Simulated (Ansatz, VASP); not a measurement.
**Two plane-wave programs on GaP**

POSCAR

```
GaP
1.0
    0.0000000000      2.6794822162      2.6794822162
    2.6794822162      0.0000000000      2.6794822162
    2.6794822162      2.6794822162      0.0000000000
Ga P
1 1
Direct
    0.0000000000      0.0000000000      0.0000000000
    0.2500000000      0.2500000000      0.2500000000
```

INCAR.step1

```
PREC = Accurate ; ENCUT = 520
EDIFF = 1E-5 ; ISMEAR = -1
SIGMA = 0.05 ; LREAL = F
LASPH = T ; NELM = 80
ALGO = Normal ; ISIF = 2
LWAVE = T ; NBANDS = 16
GGA = PE
```

INCAR.step2

```
PREC = Accurate ; ENCUT = 520
EDIFF = 1E-6 ; ISMEAR = -1
SIGMA = 0.05 ; LREAL = F
LASPH = T ; NELM = 80
ALGO = Normal ; ISIF = 2
LWAVE = F ; LCHARG = T
GGA = PE ; LHFCALC = T
HFSCREEN = 0.2079 ; PRECFOCK = Normal
LELF = T ; LVHAR = T
NBANDS = 16 ; ISTART = 1
```

Contents of KPOINTS:

```
regular mesh
0
Gamma
  4 4 4
```

Input for Ansatz:

```yaml
crystal:
  lattice:
    - [0.0, 2.679482216233, 2.679482216233]
    - [2.679482216233, 0.0, 2.679482216233]
    - [2.679482216233, 2.679482216233, 0.0]
  atoms:
    - { symbol: Ga, position: [0.0, 0.0, 0.0] }
    - { symbol: P, position: [0.25, 0.25, 0.25] }
kpoints:
  mp_grid: { grid: [4, 4, 4] }
hamiltonian:
  xc: hse06
  pseudopotentials: { kind: paw, source: ansatz }
scf:
  occupations: { method: fermi_dirac, width: 0.05 }
  convergence: { dr2_threshold: "1e-10 eV" }
  exx: { energy_threshold: "2e-8 eV", singularity: regularized }
output:
  forces: true
  stress: true
  eigenvalues: true
```

Alike in both runs: task single point; functional HSE06; k mesh 4 × 4 × 4; occupations fermi-dirac, width 0.05 eV; no spin polarisation.

|  | VASP | Ansatz |
| --- | --- | --- |
| version | VASP 6.6.1 | Ansatz 0.2.0 development build |
| potentials or method | VASP PAW PBE potentials, release 64 (Ga_d, P) | plane waves |
| plane-wave cutoff (eV) | 520 | 1020 |
| valence electrons in the cell | 18 | 26 |

```csv
,VASP,Ansatz,Ansatz less VASP
gap on the k mesh at the Fermi level (eV),2.20,2.20,-0.004
```

With one functional, cell and mesh, what is left measures potentials, basis and numerics. VASP's potentials hold 18 valence electrons a cell and Ansatz's 26, so a difference there can come from the potentials and not from the codes.

The k mesh is coarse, so the values compare programs but aren't converged.
